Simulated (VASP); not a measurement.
# KZnF3 (P4/mmm) in VASP: notebook

The runs below take KZnF3 through single point, with PBE.

Program: VASP 6.6.1. These are calculated values, not measurements. Logs are shortened: lines on timing, memory, paths and dates and some standing lists are left out, and cuts for length are marked.

**1. The cell of the first run**

Symmetry: P4/mmm, No. 123, tetragonal system. The conventional cell has a = 4.046 Å, b = 4.046 Å, c = 3.844 Å, α = 90.00°, β = 90.00°, γ = 90.00°. Within 3.7 Å of K (site symmetry 4/mmm) lie 12 F at 2.79 to 2.86 Å and 8 Zn at 3.45 Å. Within 2.5 Å of Zn (site symmetry 4/mmm) lie 6 F at 1.92 to 2.02 Å. F (site symmetry 4/mmm) has 2 Zn at 1.92 Å within 2.5 Å. F (site symmetry mmm) has 2 Zn at 2.02 Å within 2.7 Å.

**2. Single point, PBE (uniaxial z strain -5.0%)**

Contents of INCAR:

```
PREC = Accurate
ENCUT = 520
EDIFF = 1E-6
ISMEAR = -1
SIGMA = 0.02
LREAL = False
LASPH = True
NELM = 100
ALGO = Normal
ISIF = 2
LWAVE = False
LCHARG = False
GGA = PE
NBANDS = 29
```

Contents of KPOINTS:

```
Automatic mesh
0
Gamma
  6 6 6
```

Contents of POSCAR:

```
KZnF3
1.0
    4.0461677399      0.0000000000      0.0000000000
    0.0000000000      4.0461677399      0.0000000000
    0.0000000000      0.0000000000      3.8438593529
K Zn F
1 1 3
Direct
    0.0000000000      0.0000000000      0.0000000000
    0.5000000000      0.5000000000      0.5000000000
    0.5000000000      0.5000000000      0.0000000000
    0.5000000000      0.0000000000      0.5000000000
    0.0000000000      0.5000000000      0.5000000000
```

Potentials or basis: VASP PAW PBE potentials, release 64 (K_sv, Zn, F).

Command:

```
$ cat potpaw_PBE.64/K_sv/POTCAR potpaw_PBE.64/Zn/POTCAR potpaw_PBE.64/F/POTCAR > POTCAR
$ mpirun -np 1 vasp_std > vasp.out
```

OUTCAR:

```text
PREC = Accurate
   ENCUT = 520
   EDIFF = 1E-6
   ISMEAR = -1
   LREAL = False
   LASPH = True
   NELM = 100
   ISIF = 2
   GGA = PE

 ion  position               nearest neighbor table
   1  0.000  0.000  0.000-   4 2.79   5 2.79   4 2.79   5 2.79   5 2.79   5 2.79   4 2.79   4 2.79

   2  0.500  0.500  0.500-   3 1.92   3 1.92   5 2.02   4 2.02   4 2.02   5 2.02
   3  0.500  0.500  0.000-   2 1.92   2 1.92
   4  0.500  0.000  0.500-   2 2.02   2 2.02   1 2.79   1 2.79   1 2.79   1 2.79
   5  0.000  0.500  0.500-   2 2.02   2 2.02   1 2.79   1 2.79   1 2.79   1 2.79

  LATTYP: Found a simple tetragonal cell.
 ALAT       =     4.0461677399
 C/A-ratio  =     0.9500000000

  Lattice vectors:

 A1 = (   4.0461677399,   0.0000000000,   0.0000000000)
 A2 = (   0.0000000000,   4.0461677399,   0.0000000000)
 A3 = (   0.0000000000,   0.0000000000,   3.8438593529)

Analysis of symmetry for initial positions (statically):
=====================================================================
 Subroutine PRICEL returns:
 Original cell was already a primitive cell.

 Routine SETGRP: Setting up the symmetry group for a
 simple tetragonal supercell.

 Subroutine GETGRP returns: Found 16 space group operations
 (whereof 16 operations were pure point group operations)
 out of a pool of 16 trial point group operations.

The static configuration has the point symmetry D_4h.

Analysis of symmetry for dynamics (positions and initial velocities):
=====================================================================
 Subroutine PRICEL returns:
 Original cell was already a primitive cell.

 Routine SETGRP: Setting up the symmetry group for a
 simple tetragonal supercell.

 Subroutine GETGRP returns: Found 16 space group operations
 (whereof 16 operations were pure point group operations)
 out of a pool of 16 trial point group operations.

The dynamic configuration has the point symmetry D_4h.

 Subroutine INISYM returns: Found 16 space group operations
 (whereof 16 operations are pure point group operations),
 and found     1 'primitive' translations

----------------------------------------------------------------------------------------

                                     Primitive cell

  volume of cell :      62.9296

  direct lattice vectors                    reciprocal lattice vectors
     4.046167740  0.000000000  0.000000000     0.247147440  0.000000000  0.000000000
     0.000000000  4.046167740  0.000000000     0.000000000  0.247147440  0.000000000
     0.000000000  0.000000000  3.843859353     0.000000000  0.000000000  0.260155200

  length of vectors
     4.046167740  4.046167740  3.843859353     0.247147440  0.247147440  0.260155200

  position of ions in fractional coordinates (direct lattice)
     0.000000000  0.000000000  0.000000000
     0.500000000  0.500000000  0.500000000
     0.500000000  0.500000000  0.000000000
     0.500000000  0.000000000  0.500000000
     0.000000000  0.500000000  0.500000000

  ion indices of the primitive-cell ions
   primitive index   ion index
                 1           1
                 2           2
                 3           3
                 4           4
                 5           5

----------------------------------------------------------------------------------------

 KPOINTS: Automatic mesh

Automatic generation of k-mesh.
 Grid dimensions read from file:
 generate k-points for:    6    6    6

 Generating k-lattice:

  Cartesian coordinates                     Fractional coordinates (reciprocal lattice)
     0.041191240  0.000000000  0.000000000     0.166666667  0.000000000  0.000000000
     0.000000000  0.041191240  0.000000000     0.000000000  0.166666667  0.000000000
     0.000000000  0.000000000  0.043359200     0.000000000  0.000000000  0.166666667

  Length of vectors
     0.041191240  0.041191240  0.043359200

  Shift w.r.t. Gamma in fractional coordinates (k-lattice)
     0.000000000  0.000000000  0.000000000

 Subroutine IBZKPT returns following result:
 ===========================================

 Found     40 irreducible k-points:

 Following reciprocal coordinates:
            Coordinates               Weight
  0.000000  0.000000  0.000000      1.000000
  0.166667  0.000000  0.000000      4.000000
  0.333333  0.000000  0.000000      4.000000
  0.500000  0.000000  0.000000      2.000000
  0.166667  0.166667  0.000000      4.000000
  0.333333  0.166667  0.000000      8.000000
[... 16 lines left out ...]
  0.333333  0.000000  0.333333      8.000000
  0.500000  0.000000  0.333333      4.000000
 [... further k-points ...]
   k-points           NKPTS =     40   k-points in BZ     NKDIM =     40   number of bands    NBANDS=     29
   number of dos      NEDOS =    301   number of ions     NIONS =      5
   total plane-waves  NPLWV =  27000
   dimension x,y,z NGX =    30 NGY =   30 NGZ =   30
   dimension x,y,z NGXF=    60 NGYF=   60 NGZF=   60
   ions per type =               1   1   3
   NGX,Y,Z   is equivalent  to a cutoff of  12.33, 12.33, 12.97 a.u.
   NGXF,Y,Z  is equivalent  to a cutoff of  24.65, 24.65, 25.95 a.u.
 SYSTEM =  unknown system
   PREC   = accura    normal or accurate (medium, high low for compatibility)
   ISTART =      0    job   : 0-new  1-cont  2-samecut
   ICHARG =      2    charge: 1-file 2-atom 10-const
   ISPIN  =      1    spin polarized calculation?
   LNONCOLLINEAR =      F non collinear calculations
   LSORBIT =      F    spin-orbit coupling
   LASPH  =      T    aspherical Exc in radial PAW
   ENCUT  =  520.0 eV  38.22 Ry    6.18 a.u.   7.52  7.52  7.15*2*pi/ulx,y,z
   NELM   =    100;   NELMIN=  2; NELMDL= -5     # of ELM steps
   EDIFF  = 0.1E-05   stopping-criterion for ELM
   LREAL  =      F    real-space projection
   EDIFFG = 0.1E-04   stopping-criterion for IOM
   NSW    =      0    number of steps for IOM
   IBRION =     -1    ionic relax: 0-MD 1-quasi-New 2-CG
   NFREE  =      0    steps in history (QN), initial steepest desc. (CG)
   ISIF   =      2    stress and relaxation
   ISYM   =      2    0-nonsym 1-usesym 2-fastsym
   POTIM  = 0.5000    time-step for ionic-motion
   TEBEG  =    0.0;   TEEND  =   0.0 temperature during run
   PSTRESS=    0.0 pullay stress
   NELECT =      42.0000    total number of electrons
   NUPDOWN=      -1.0000    fix difference up-down
   EMIN   =  10.00;   EMAX   =-10.00  energy-range for DOS
   EFERMI =   0.00;   METHOD = LEGACY
   ISMEAR =    -1;   SIGMA  =   0.02  broadening in eV -4-tet -1-fermi 0-gaus
   EFERMI_NEDOS =   21; number of points for ismear=-14 and -15
   IALGO  =     38    algorithm
   IMIX   =      4    mixing-type and parameters
     AMIX     =   0.40;   BMIX     =  1.00
     AMIX_MAG =   1.60;   BMIX_MAG =  1.00
  volume/ion in A,a.u.               =      12.59        84.93
  Fermi-wavevector in a.u.,A,eV,Ry     =   1.430670  2.703575 27.848636  2.046817
  Thomas-Fermi vector in A             =   2.550490
   LORBIT       =      0    0 simple, 1 ext, 2 COOP (PROOUT), +10 PAW based schemes
   GGA     = PE    functional components
   LHFCALC =     F    Hartree Fock is set to
   AEXX    =    0.0000 exact exchange contribution
   IVDW    =     0    specifies the selected vdW correction
   LEPSILON=     F    determine dielectric tensor
   LRPA    =     F    only Hartree local field effects (RPA)
 non-spin polarized calculation
  energy-cutoff  :      520.00
  volume of cell :       62.93
 maximum number of plane-waves:      1716
   NGX = 15   NGY = 15   NGZ = 15

 number of electron      41.9999992 magnetization

 Free energy of the ion-electron system (eV)
  ---------------------------------------------------
  ext. energy  EPLUGINS =         0.00000000
  ---------------------------------------------------
  free energy    TOTEN  =       -20.04646815 eV

  energy without entropy =      -20.04646815  energy(sigma->0) =      -20.04646815

 E-fermi :   0.4013     XC(G=0): -10.1614

 val. band max:       -0.0042805248   @ k =   0.5000   0.5000   0.5000
 cond. band min:       3.7733530283   @ k =   0.0000   0.0000   0.0000
 fundamental gap:      3.7776335531
 Fermi energy:         0.4012980991

 k-point     1 :       0.0000    0.0000    0.0000
  band No.  band energies     occupation
      1     -27.4796      2.00000
      2     -22.3785      2.00000
      3     -21.6068      2.00000
      4     -21.4288      2.00000
      5     -10.9927      2.00000
      6     -10.9927      2.00000
[... 21 lines left out ...]
     28      10.8192      0.00000
     29      13.9848      0.00000

 k-point     2 :       0.1667    0.0000    0.0000
  band No.  band energies     occupation
      1     -27.4727      2.00000
      2     -22.3600      2.00000
      3     -21.6025      2.00000
      4     -21.4518      2.00000
      5     -10.9820      2.00000
      6     -10.9798      2.00000
[... 21 lines left out ...]
     28      10.9008      0.00000
     29      13.7552      0.00000

 k-point     3 :       0.3333    0.0000    0.0000
  band No.  band energies     occupation
      1     -27.4588      2.00000
      2     -22.3222      2.00000
      3     -21.5893      2.00000
      4     -21.5031      2.00000
      5     -10.9606      2.00000
      6     -10.9536      2.00000
[... 21 lines left out ...]
     28      11.0535      0.00000
     29      13.2751      0.00000

 k-point     4 :       0.5000    0.0000    0.0000
  band No.  band energies     occupation
      1     -27.4519      2.00000
      2     -22.3026      2.00000
      3     -21.5733      2.00000
      4     -21.5391      2.00000
      5     -10.9499      2.00000
      6     -10.9404      2.00000
[... 597 lines left out ...]
     28      10.8872      0.00000
     29      13.3009      0.00000

 k-point    23 :       0.3333    0.0000    0.3333
  band No.  band energies     occupation
      1     -27.4357      2.00000
      2     -22.1423      2.00000
      3     -21.6951      2.00000
      4     -21.5060      2.00000
      5     -11.0358      2.00000
      6     -10.9788      2.00000
[... 21 lines left out ...]
     28      11.1707      0.00000
     29      12.4489      0.00000

 k-point    24 :       0.5000    0.0000    0.3333
  band No.  band energies     occupation
      1     -27.4306      2.00000
      2     -22.1319      2.00000
      3     -21.6112      2.00000
      4     -21.5880      2.00000
      5     -11.0294      2.00000
      6     -11.0228      2.00000
[... 21 lines left out ...]
     28      12.0051      0.00000
     29      12.1651      0.00000

 [... further k-points ...]
[... 5 lines left out ...]
  --------------------------------------------------------------------------------------
  -------------------------------------------------------------------------------------
  Total        3.4192335      3.4192335      6.0792581      0.0000000      0.0000000      0.0000000
  in kB       87.0530704     87.0530704    154.7768173      0.0000000      0.0000000      0.0000000
  external PRESSURE =     109.6276527 kB  Pullay stress =       0.0000000 kB

 VOLUME and BASIS-vectors are now :
 -----------------------------------------------------------------------------
  energy-cutoff  :      520.00
  volume of cell :       62.93
      direct lattice vectors                 reciprocal lattice vectors
     4.046167740  0.000000000  0.000000000     0.247147440  0.000000000  0.000000000
     0.000000000  4.046167740  0.000000000     0.000000000  0.247147440  0.000000000
     0.000000000  0.000000000  3.843859353     0.000000000  0.000000000  0.260155200

 POSITION                                       TOTAL-FORCE (eV/Angst)
 -----------------------------------------------------------------------------------
      0.00000      0.00000      0.00000         0.000000      0.000000      0.000000
      2.02308      2.02308      1.92193         0.000000      0.000000      0.000000
      2.02308      2.02308      0.00000         0.000000      0.000000      0.000000
      2.02308      0.00000      1.92193         0.000000      0.000000      0.000000
      0.00000      2.02308      1.92193         0.000000      0.000000      0.000000
 -----------------------------------------------------------------------------------
    total drift:                                0.000000      0.000000     -0.000000

  FREE ENERGIE OF THE ION-ELECTRON SYSTEM (eV)
  ---------------------------------------------------
  free  energy   TOTEN  =       -20.0464681490 eV

  energy  without entropy=      -20.0464681490  energy(sigma->0) =      -20.04646815
```

Run time: 30 s. Hardware: 1 thread of Intel Xeon 6975P-C (Granite Rapids), shared host; peak memory 0.2 GiB.

What came out:

```
Free energy            : -20.0465 eV
Pressure               : 11.0 GPa
Band gap on the k mesh : 3.78 eV, indirect (least direct gap 6.10 eV)
```

Caveat: the cell differs from its parent crystal (uniaxial z strain -5.0%).

**3. Single point, PBE (epitaxial xy strain -2.5%)**

Contents of INCAR:

```
  PREC = Accurate
  ENCUT = 520
  EDIFF = 1E-7
  ISMEAR = -1
  SIGMA = 0.02
  LREAL = False
  LASPH = True
  NELM = 80
  ALGO = Normal
  ISIF = 2
  LWAVE = False
  LCHARG = True
  GGA = PE
  LELF = True
  LVHAR = True
  NBANDS = 29
```

KPOINTS is that of step 2.

POSCAR, as its differences from that of step 2:

```diff
@@ -2,5 +2,5 @@
 1.0
-    4.0461677399      0.0000000000      0.0000000000
-    0.0000000000      4.0461677399      0.0000000000
-    0.0000000000      0.0000000000      3.8438593529
+    3.9450135464      0.0000000000      0.0000000000
+    0.0000000000      3.9450135464      0.0000000000
+    0.0000000000      0.0000000000      4.1289367442
 K Zn F
```

Potentials or basis: VASP PAW PBE potentials, release 64 (K_sv, Zn, F).

Command:

```
$ cat potpaw_PBE.64/K_sv/POTCAR potpaw_PBE.64/Zn/POTCAR potpaw_PBE.64/F/POTCAR > POTCAR
$ mpirun -np 1 vasp_std > vasp.out
```

Wall time 33 s (1 thread of Intel Xeon 6975P-C (Granite Rapids), shared host); peak memory 0.21 GiB.

It converged, with:

```
Free energy            : -20.1413 eV
Pressure               : 8.5 GPa
Band gap on the k mesh : 3.74 eV, indirect (least direct gap 5.90 eV)
```

Stress tensor (GPa, compression positive):
```
10.18  0.00  0.00
 0.00 10.18  0.00
 0.00  0.00  5.23
```

Levels at points of the mesh, in eV from the valence-band top:
| k point | band 17 | band 18 | band 19 | band 20 | band 21 | band 22 | band 23 | band 24 | band 25 | band 26 |
| --- | --- | --- | --- | --- | --- | --- | --- | --- | --- | --- |
| (0.00, 0.00, 0.00) | -2.42 | -2.42 | -2.20 | -2.16 | -2.16 | 3.74 | 8.31 | 8.49 | 9.35 | 10.71 |
| (0.50, 0.00, 0.00) | -2.40 | -2.33 | -2.01 | -1.98 | -1.72 | 6.69 | 8.23 | 9.50 | 10.65 | 11.07 |
| (0.50, 0.50, 0.00) | -2.26 | -2.09 | -2.09 | -1.87 | 0.00 | 8.15 | 10.08 | 10.25 | 10.25 | 11.02 |
| (0.00, 0.00, 0.50) | -2.44 | -2.44 | -1.96 | -1.96 | -1.78 | 6.39 | 8.04 | 9.19 | 10.93 | 10.93 |
| (0.50, 0.00, 0.50) | -2.31 | -2.08 | -2.05 | -1.85 | -0.23 | 7.96 | 9.88 | 9.90 | 10.17 | 11.28 |
| (0.50, 0.50, 0.50) | -1.85 | -1.82 | -1.82 | -0.30 | 0.00 | 8.14 | 8.25 | 8.25 | 10.36 | 11.85 |

Caveat: the cell differs from its parent crystal (epitaxial xy strain -2.5%). A k mesh can miss the band edges.
